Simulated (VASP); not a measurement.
Wanted: the native input for a VASP 6.6.1 run.

| Item | Value |
| --- | --- |
| Task | relaxation of cell and atoms |
| Functional | PBE |
| Potentials or basis | VASP PAW PBE potentials, release 64 (Mg, Cd, S) |
| Cutoff | 600 eV |
| k mesh | 6 × 6 × 1 |
| Occupations | gaussian, width 0.1 eV |
| Spin | no spin polarisation |
| Dipole correction | no |
| Further INCAR settings | ALGO = Normal; EDIFF = 1e-06; IBRION = 2; EDIFFG = -0.025; NSW = 80; ISIF = 3 |

The structure of MgCd2S3 lies in POSCAR:

```
MgCd2S3
1.0
    4.1603756632     -0.1121736141      0.0433676797
   -2.1773330311      3.6050462030     -0.0300994002
    0.2120746402     -0.0475198387     19.7280098466
Mg Cd S
2 4 6
Direct
    0.6685079228      0.2963741219      0.1606887808
    0.7725402923      0.4104262882      0.6654926806
   -0.0143651962      0.0251800836     -0.0045034566
   -0.0166816871      0.0352604229      0.4968162065
    0.3501522507      0.6166923756      0.3293805378
    0.3084743684      0.6534197631      0.8378458552
    0.2955068817      0.6445076435      0.4508122568
    0.3101640566      0.6415872236      0.9646631399
    0.7144339534      0.3434872243      0.2956460169
    0.6336610722      0.3580735294      0.7888961399
   -0.0054890557     -0.0100217964      0.1293779913
   -0.0169048590     -0.0149868798      0.6348838510
```

The input as run:

INCAR

```
ALGO = Normal ; EDIFF = 1E-6
EDIFFG = -0.025 ; ENCUT = 600
GGA = PE ; IBRION = 2
ISIF = 3 ; ISMEAR = 0
LASPH = T ; LCHARG = F
LREAL = F ; LWAVE = F
NELM = 100 ; NSW = 80
PREC = Accurate ; SIGMA = 0.1
```

KPOINTS

```
k-points
0
Gamma
  6 6 1
```

Potentials or basis: VASP PAW PBE potentials, release 64 (Mg, Cd, S).

The run is started by

```console
$ cat potpaw_PBE.64/Mg/POTCAR potpaw_PBE.64/Cd/POTCAR potpaw_PBE.64/S/POTCAR > POTCAR
$ mpirun -np 1 vasp_std > vasp.out
```

It gave:

```yaml
Relaxed_volume: 25.09 Å³/atom
Relaxed_cell: a = 4.142 Å, b = 4.149 Å, c = 20.250 Å, α = 90.06°, β = 89.84°, γ = 120.11°
Space_group_after_relaxing_to_0.1_Å: Cc (No. 9)
Energy_gained_by_relaxing: 136.8 meV/atom
Ionic_steps: 26
Pressure_after_relaxing: 0.0 GPa
Largest_force_after_relaxing: 0.023 eV/Å
Band_gap_on_the_k_mesh: 1.52 eV
```

Wall time 63 min on 1 thread of Intel(R) Xeon(R) 6975P-C (Granite Rapids), on a shared host, peak memory 0.75 GiB.
